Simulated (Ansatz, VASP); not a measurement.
## Two plane-wave programs on Mg2Sn

```
CELL_PARAMETERS angstrom
0.00000 3.51513 3.51513
3.51513 0.00000 3.51513
3.51513 3.51513 0.00000
ATOMIC_POSITIONS crystal
Sn 0.00000 0.00000 0.00000
Mg 0.25000 0.25000 0.25000
Mg 0.75000 0.75000 0.75000
```

Change from the starting cell: hydrostatic strain +4.0%.

Alike in both runs: task single point; functional PBE; k mesh 6 × 6 × 6; occupations fermi-dirac, width 0.02 eV; no spin polarisation.

```csv
,VASP,Ansatz
version,VASP 6.6.1,Ansatz 0.2.0
potentials or method,"VASP PAW PBE potentials, release 64 (Sn_d, Mg)","plane waves, PAW"
plane-wave cutoff (eV),600,420
valence electrons in the cell,18,34
```

```tsv
	VASP	Ansatz	Ansatz less VASP
pressure (GPa)	-3.2	-3.2	+0.09
```

The functional is the same, so the differences come from potentials, cutoffs and numerics. VASP's potentials hold 18 valence electrons a cell and Ansatz's 34, so a difference there can come from the potentials and not from the codes.
